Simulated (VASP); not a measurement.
A run of VASP 6.6.1 is set up as follows.

Contents of INCAR:

```
ALGO = Normal
EDIFF = 1E-6
ENCUT = 520
GGA = CA
ISIF = 2
ISMEAR = -1
LASPH = True
LCHARG = False
LREAL = False
LWAVE = False
NBANDS = 22
NELM = 60
PREC = Accurate
SIGMA = 0.1
```

The input KPOINTS:

```
k-points
0
Gamma
  9 9 5
```

File POSCAR:

```
HfC
1.0
    3.3428660000      0.0000000000      0.0000000000
   -1.6714330000      2.8950070000      0.0000000000
    0.0000000000      0.0000000000      5.2027140000
Hf C
2 2
Direct
    0.6666666667      0.3333333333      0.7500000000
    0.3333333333      0.6666666667      0.2500000000
    0.0000000000      0.0000000000      0.0000000000
    0.0000000000      0.0000000000      0.5000000000
```

Potentials or basis: VASP PAW LDA potentials, release 64 (Hf_pv, C).

Launch:

```sh
$ cat potpaw_LDA.64/Hf_pv/POTCAR potpaw_LDA.64/C/POTCAR > POTCAR
$ mpirun -np 1 vasp_std > vasp.out
```

Task: Predict the pressure.

Result: -12.4 GPa.

Task: What does it give for the band gap on the k mesh?

Result: Zero (band 14 reaches 7.27 eV, above the bottom of band 15 at 6.21 eV).

Stress tensor (GPa, compression positive):
```
-13.37   0.00   0.00
  0.00 -13.37   0.00
  0.00   0.00 -10.32
```

Caveat: spin-orbit coupling is left out, which moves the levels of the heavy elements.
